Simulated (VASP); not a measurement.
Write the native input for VASP 6.6.1 that does the following.

* Task: single point
* Functional: PBEsol
* Potentials or basis: VASP PAW PBE potentials, release 64 (K_sv, Pd)
* Cutoff: 520 eV
* k mesh: 4 × 4 × 4
* Occupations: gaussian, width 0.1 eV
* Spin: no spin polarisation
* Dipole correction: no
* Further INCAR settings: ALGO = Normal; EDIFF = 1e-06; NBANDS = 26

The structure of K3Pd lies in POSCAR:

```
K3Pd
1.0
    5.4450130000      0.0000000000      0.0000000000
    0.0000000000      5.4450130000      0.0000000000
    0.0000000000      0.0000000000      5.4450130000
K Pd
3 1
Direct
    0.5000000000      0.5000000000      0.0000000000
    0.5000000000      0.0000000000      0.5000000000
    0.0000000000      0.5000000000      0.5000000000
    0.0000000000      0.0000000000      0.0000000000
```

The input as run:

INCAR

```
  PREC = Accurate
  ENCUT = 520
  EDIFF = 1E-6
  ISMEAR = 0
  SIGMA = 0.1
  LREAL = False
  LASPH = True
  NELM = 100
  ALGO = Normal
  ISIF = 2
  LWAVE = False
  LCHARG = False
  GGA = PS
  NBANDS = 26
```

KPOINTS

```
Automatic mesh
0
Gamma
  4 4 4
```

Potentials or basis: VASP PAW PBE potentials, release 64 (K_sv, Pd).

Command:

```console
$ cat potpaw_PBE.64/K_sv/POTCAR potpaw_PBE.64/Pd/POTCAR > POTCAR
$ mpirun -np 1 vasp_std > vasp.out
```

It gave:

The pressure is -0.7 GPa and the band gap on the k mesh is zero (an odd number of electrons rules out a gap without spin polarisation).

Caveat: the PAW data sets were made with another functional, which shifts forces and pressure a little.

Wall time 73 s on 1 thread of Intel Xeon 8259CL, on a shared host, peak memory 0.24 GiB.
